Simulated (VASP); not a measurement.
Input of a VASP 6.6.1 run:

The input INCAR:

```
PREC     = Accurate       # precision mode
ENCUT    = 500            # plane-wave cutoff, eV
EDIFF    = 1E-6           # SCF threshold, eV
ISMEAR   = -1             # smearing method
SIGMA    = 0.05           # smearing width, eV
LREAL    = False          # projectors in reciprocal space
LASPH    = True           # aspherical terms in the spheres
NELM     = 120            # most SCF steps
ALGO     = Normal         # electronic algorithm
ISIF     = 2              # what is computed and relaxed
LWAVE    = False          # write WAVECAR
LCHARG   = False          # write CHGCAR
GGA      = PS             # functional
NBANDS   = 19             # bands
GGA_COMPAT= False
```

KPOINTS

```
regular mesh
0
Gamma
  13 13 7
```

File POSCAR:

```
Ti
1.0
    2.8993609239      0.0000000000      0.0000000000
   -1.4496804620      2.5109202149      0.0000000000
    0.0000000000      0.0000000000      4.5956215670
Ti
2
Direct
    0.3333333333      0.6666666667      0.2500000000
    0.6666666667      0.3333333333      0.7500000000
```

Potentials or basis: VASP PAW PBE potentials, release 64 (Ti_sv).

Run with:

```bash
$ cat potpaw_PBE.64/Ti_sv/POTCAR > POTCAR
$ mpirun -np 1 vasp_std > vasp.out
```

(1) Estimate the band gap on the k mesh.

(2) Predict the pressure.

Results:

(1) zero (bands 12 and 13 overlap by 1.14 eV).

(2) -0.3 GPa.

Caveat: the PAW data sets were made with another functional, which shifts forces and pressure a little.
